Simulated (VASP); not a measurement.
Si8HO16 (a cell with a defect): relaxation of the atoms with LDA

The system is Si8HO16 (a cell with a defect).

```
Si O H
1.0
    -4.98600   -4.98600    0.00000
     4.98600   -4.98600    0.00000
     0.00000    0.00000    6.97700
Si O H
8 16 1
Direct
  0.20118 0.50000 0.00000
  0.00000 0.20118 0.25000
  0.79882 0.50000 0.50000
  0.00000 0.79882 0.75000
  0.70118 0.00000 0.00000
  0.50000 0.70118 0.25000
  0.29882 0.00000 0.50000
  0.50000 0.29882 0.75000
  0.32876 0.56954 0.17663
  0.93046 0.32876 0.42663
  0.67124 0.43046 0.67663
  0.06953 0.67124 0.92663
  0.93046 0.67124 0.57337
  0.67124 0.56954 0.32337
  0.06953 0.32876 0.07337
  0.32876 0.43046 0.82337
  0.82876 0.06953 0.17663
  0.43046 0.82876 0.42663
  0.17125 0.93046 0.67663
  0.56954 0.17125 0.92663
  0.43046 0.17125 0.57337
  0.17125 0.06953 0.32337
  0.56954 0.82876 0.07337
  0.82876 0.93046 0.82337
  0.27656 0.99247 0.01101
```

```yaml
Program: VASP 6.6.1
Task: relaxation of the atoms
Functional: LDA
Potentials_or_basis: VASP PAW LDA potentials, release 64 (Si, O, H)
Cutoff: 520 eV
k_mesh: 1 × 1 × 1
Occupations: fermi-dirac, width 0.02 eV
Spin: collinear spin, ferromagnetic start
Starting_moments: "[0.0, 0.0, 0.0, 0.0, 0.0, 0.0, 0.0, 0.0, 0.0, 0.0, 0.0, 0.0, 0.0, 0.0, 0.0, 0.0, 0.0, 0.0, 0.0, 0.0, 0.0, 0.0, 0.0, 0.0, 1.0] μB"
Dipole_correction: no
Further_INCAR_settings: LREAL = Auto; ALGO = Normal; EDIFF = 1e-06; IBRION = 2; EDIFFG = -0.08; NSW = 45
```

| Item | Value |
| --- | --- |
| Energy gained by relaxing | 0.8 meV/atom |
| Ionic steps | 12 |
| Pressure after relaxing | 0.3 GPa |
| Largest force after relaxing | 0.080 eV/Å |
| Band gap on the k mesh | 2.72 eV |
| Net moment | 1.00 μB per cell |
| Site moments | Si +0.00, -0.00; O +0.00, +0.01, +0.02; H +0.35 μB |
| Valence electrons inside the program's atomic spheres | Si 1.68, 1.69; O 5.23; H 0.37 |

Forces in eV/Å, atoms in the order of the input:
```
Si   0.006  0.001 -0.007
Si  -0.063 -0.015 -0.013
Si  -0.009 -0.012  0.009
Si  -0.015 -0.046  0.019
Si   0.030  0.037 -0.004
Si   0.029 -0.002 -0.035
Si  -0.003 -0.014 -0.005
Si   0.002  0.033  0.027
O    0.020  0.022 -0.037
O   -0.014  0.017  0.001
O    0.002 -0.006  0.011
O   -0.023  0.003 -0.017
O    0.021 -0.022  0.006
O   -0.002  0.006 -0.001
O   -0.003 -0.029  0.016
O    0.014  0.020  0.038
O    0.000 -0.007  0.016
O    0.017 -0.006 -0.011
O   -0.030  0.004 -0.020
O   -0.007 -0.007  0.002
O   -0.007  0.016  0.017
O    0.001 -0.022  0.028
O   -0.006 -0.012 -0.002
O   -0.017 -0.007 -0.013
H    0.057  0.050 -0.025
```

Stress tensor (GPa, compression positive):
```
 0.27  0.08  0.02
 0.08  0.24 -0.02
 0.02 -0.02  0.43
```

Step by step:
```
step  energy change (eV)  largest force (eV/Å)  pressure (GPa)
   1              0.0000                0.2283            1.35
   2              0.0211                0.6467            1.07
   3             -0.0059                0.1129            1.24
   4             -0.0117                0.1072            0.96
   5             -0.0132                0.1200            0.73
   6             -0.0119                0.2951            0.48
   7             -0.0145                0.1004            0.63
   8             -0.0157                0.1366            0.50
   9             -0.0158                0.1171            0.52
  10             -0.0171                0.0915            0.45
  11             -0.0178                0.0899            0.36
  12             -0.0195                0.0798            0.31
```

Final structure:
```
Si O H
1.0
    -4.98600   -4.98600    0.00000
     4.98600   -4.98600    0.00000
     0.00000    0.00000    6.97700
Si O H
8 16 1
Direct
  0.20054 0.49987 0.00004
  0.99954 0.20124 0.25030
  0.79926 0.50011 0.50012
  0.99977 0.79893 0.74996
  0.70230 0.99999 0.99999
  0.50054 0.70042 0.24992
  0.29976 0.99998 0.50038
  0.50058 0.29951 0.75024
  0.32885 0.56822 0.17795
  0.93196 0.32894 0.42850
  0.67140 0.43247 0.67825
  0.06665 0.67040 0.92814
  0.93210 0.67131 0.57158
  0.67131 0.56751 0.32203
  0.06704 0.32907 0.07192
  0.32883 0.43179 0.82201
  0.82880 0.06781 0.17885
  0.43239 0.82898 0.42750
  0.17133 0.93139 0.67773
  0.57017 0.17221 0.92852
  0.43267 0.17112 0.57240
  0.17079 0.06882 0.32347
  0.57105 0.82709 0.07152
  0.82886 0.93243 0.82105
  0.27004 0.99286 0.00866
```

Levels at points of the mesh, in eV from the valence-band top:
Spin up:
| k point | band 63 | band 64 | band 65 | band 66 | band 67 | band 68 |
| --- | --- | --- | --- | --- | --- | --- |
| (0.00, 0.00, 0.00) | -1.81 | -1.54 | 0.00 | 4.32 | 6.83 | 6.96 |
Spin down:
```csv
k point,band 60,band 61,band 62,band 63,band 64,band 65,band 66,band 67,band 68,band 69
"(0.00, 0.00, 0.00)",-2.10,-2.09,-1.80,-1.80,-1.53,2.72,4.74,6.89,6.99,6.99
```

Wall time 12 min on 1 thread of AMD EPYC 7R13, with other jobs on the host, peak memory 0.3 GiB.

Caveat: the k points lie up to 0.90 Å⁻¹ apart; the relaxation stopped at a loose force limit of 0.08 eV/Å, so its end isn't a converged minimum.
